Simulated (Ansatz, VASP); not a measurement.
## Two plane-wave programs on SnSe

Contents of INCAR:

```
PREC = Accurate
ENCUT = 520
EDIFF = 1E-6
ISMEAR = 0
SIGMA = 0.05
LREAL = F
LASPH = T
NELM = 80
ALGO = Normal
ISIF = 2
LWAVE = F
LCHARG = F
GGA = PE
IVDW = 12
NBANDS = 28
```

The input KPOINTS:

```
regular mesh
0
Gamma
  8 8 6
```

File POSCAR:

```
SnSe
1.0
    0.0000000000     -2.9887688397     -2.9887688397
    0.0000000000      2.9887688397     -2.9887688397
    5.9775376794      0.0000000000      0.0000000000
Sn Se
2 2
Direct
    0.5000000000      0.5000000000      0.5000000000
    0.0000000000      0.0000000000      0.0000000000
    0.5000000000      0.5000000000      0.0000000000
    0.0000000000      0.0000000000      0.5000000000
```

Input for Ansatz:

```yaml
crystal:
  lattice:
    - [0.0, -2.9887688397, -2.9887688397]
    - [0.0, 2.9887688397, -2.9887688397]
    - [5.9775376794, 0.0, 0.0]
  atoms:
    - { symbol: Sn, position: [0.5, 0.5, 0.5] }
    - { symbol: Sn, position: [0.0, 0.0, 0.0] }
    - { symbol: Se, position: [0.5, 0.5, 0.0] }
    - { symbol: Se, position: [0.0, 0.0, 0.5] }
basis:
  ecutwfc: 420
kpoints:
  mp_grid: { grid: [8, 8, 6] }
hamiltonian:
  xc: pbe
  dispersion: d3bj
scf:
  occupations: { method: gaussian, width: 0.05 }
output:
  forces: true
  stress: true
  eigenvalues: true
  write_density: true
  write_potential: true
  elf: true
  volumetric_format: npy
```

Alike in both runs: task single point; functional PBE; dispersion D3(BJ); k mesh 8 × 8 × 6; occupations gaussian, width 0.05 eV; no spin polarisation.

|  | VASP | Ansatz |
| --- | --- | --- |
| version | VASP 6.6.1 | Ansatz 0.2.0 |
| potentials or method | VASP PAW PBE potentials, release 64 (Sn_d, Se), cutoff 520 eV | scalar-relativistic, plane waves, PAW |
| valence electrons in the cell | 40 | 60 |

```csv
,VASP,Ansatz,Ansatz less VASP
gap on the k mesh at the Fermi level (eV),0.40,0.40,0.000
least direct gap on the mesh (eV),0.40,0.40,0.000
pressure (GPa),-0.1,-0.1,+0.01
```

VASP's potentials hold 40 valence electrons a cell and Ansatz's 60, so a difference there can come from the potentials and not from the codes.
